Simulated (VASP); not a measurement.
Write the native input for VASP 6.6.1 that does the following.

```yaml
Task: single point
Functional: PBE
Potentials_or_basis: VASP PAW PBE potentials, release 64 (Hf_pv, H)
Cutoff: 520 eV
k_mesh: 8 × 8 × 8
Occupations: gaussian, width 0.1 eV
Spin: no spin polarisation
Dipole_correction: no
Further_INCAR_settings: ALGO = Normal; EDIFF = 1e-06; NBANDS = 30
```

The structure of Hf3H8 lies in POSCAR:

```
Hf3H8
1.0
    4.6542751464      0.0000000000      0.0000000000
    0.0000000000      4.6542751464      0.0000000000
    0.0000000000      0.0000000000      4.6542751464
Hf H
3 8
Direct
    0.5000000000      0.0000000000      0.0000000000
    0.0000000000      0.5000000000      0.0000000000
    0.0000000000      0.0000000000      0.5000000000
    0.7452131249      0.7452131249      0.7452131249
    0.2547868751      0.2547868751      0.7452131249
    0.2547868751      0.7452131249      0.2547868751
    0.7452131249      0.2547868751      0.2547868751
    0.7452131249      0.7452131249      0.2547868751
    0.2547868751      0.2547868751      0.2547868751
    0.7452131249      0.2547868751      0.7452131249
    0.2547868751      0.7452131249      0.7452131249
```

One way to write it, as run:

INCAR

```
SYSTEM = Hf3H8
ALGO     = Normal         ! electronic algorithm
EDIFF    = 1E-6           ! SCF threshold, eV
ENCUT    = 520            ! plane-wave cutoff, eV
GGA      = PE             ! functional
ISIF     = 2              ! what is computed and relaxed
ISMEAR   = 0              ! smearing method
LASPH    = .TRUE.         ! aspherical terms in the spheres
LCHARG   = .FALSE.        ! write CHGCAR
LREAL    = .FALSE.        ! projectors in reciprocal space
LWAVE    = .FALSE.        ! write WAVECAR
NBANDS   = 30             ! bands
NELM     = 100            ! most SCF steps
PREC     = Accurate       ! precision mode
SIGMA    = 0.1            ! smearing width, eV
```

KPOINTS

```
k-points
0
G
  8 8 8
  0 0 0
```

Potentials or basis: VASP PAW PBE potentials, release 64 (Hf_pv, H).

Command:

```sh
$ cat potpaw_PBE.64/Hf_pv/POTCAR potpaw_PBE.64/H/POTCAR > POTCAR
$ mpirun -np 1 vasp_std > vasp.out
```

Results of the run:

```yaml
Pressure: -0.7 GPa
Largest_force: 0.013 eV/Å
Band_gap_on_the_k_mesh: zero (band 19 reaches 3.65 eV, above the bottom of band 20 at 1.94 eV)
```

Caveat: spin-orbit coupling is left out, which moves the levels of the heavy elements.

Wall time 85 s on 1 thread of Intel(R) Xeon(R) Platinum 8259CL CPU @ 2.50GHz (Skylake/Cascade Lake), with other jobs on the host, peak memory 0.25 GiB.
